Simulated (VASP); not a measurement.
The system is C4N.

```xyz
5
Lattice="3.0913 -3.2461 0.0000 3.0913 3.2461 0.0000 0.0000 0.0000 2.7759" Properties=species:S:1:pos:R:3 pbc="T T T"
C     3.0913   -2.0165    1.3880
C     3.0913    2.0165    1.3880
C     1.7633    0.0000    0.0000
C     4.4193    0.0000    0.0000
N     0.0000    0.0000    0.0000
```

- Program: VASP 6.6.1
- Task: relaxation of cell and atoms
- Functional: PBE
- Potentials or basis: VASP PAW PBE potentials, release 64 (C, N)
- Cutoff: 600 eV
- k mesh: 4 × 4 × 6
- Occupations: gaussian, width 0.1 eV
- Spin: no spin polarisation

At the start: pressure -21.1 GPa; volume 11.14 Å³/atom.

Problem. How do energy, volume and symmetry change on relaxing?

Solution. Over 52 steps the energy falls by 2134.0 meV/atom and the volume is 9.57 Å³/atom (-14.1 %); space group Cmmm (No. 65, to 0.05 Å).

The path:
```
step  energy change (eV)  largest force (eV/Å)  pressure (GPa)  volume (Å³)
   1              0.0000                1.5773          -21.13        55.71
   3             -1.1448                1.4898            1.87        44.50
   5             -2.2463                2.0769           14.30        41.14
   7             -2.5030                2.1130           10.04        40.87
   9             -2.8416                3.1401           19.02        39.75
  11             -2.9375                6.0231           29.48        38.95
  13             -3.1679                8.2607           34.46        38.68
  15             -3.5250               12.2588           42.45        38.31
  17             -4.7646               13.0670           42.63        38.40
  19             -5.0636               13.8398           50.54        38.34
  21             -6.7555                1.4097           10.95        40.13
  23             -6.8063                1.1846            3.69        40.67
  25             -6.8890                1.2026            3.86        40.76
  27             -7.7980                2.2617            0.05        41.94
  29             -8.4910                2.8822            5.97        45.72
  31             -9.3475                3.1071            9.74        50.16
  33             -9.8167                6.3848            7.55        54.83
  35            -10.1713                1.5499           -8.57        55.45
  37            -10.2615                0.3152           -5.15        54.31
  39             -9.9801                3.5595            2.31        48.58
  41            -10.4615                1.2882           -5.43        51.40
  43            -10.5539                0.7394           -4.72        48.90
  45            -10.6509                0.6735            2.50        47.07
  47            -10.6642                0.2952            0.07        47.40
  49            -10.6685                0.0930            0.66        47.51
  51            -10.6697                0.0337            0.34        47.78
  52            -10.6698                0.0183           -0.04        47.87
```

Final structure:
```xyz
5
Lattice="2.3848 -3.9189 0.0000 2.3848 3.9189 0.0000 0.0000 0.0000 2.5611" Properties=species:S:1:pos:R:3 pbc="T T T"
C     2.3848   -0.6988    1.2805
C     2.3848    0.6988    1.2805
C     1.2531    0.0000    0.0000
C     3.5166    0.0000    0.0000
N     0.0000    0.0000    0.0000
```

Caveat: the k points lie up to 0.41 Å⁻¹ apart in the final cell.
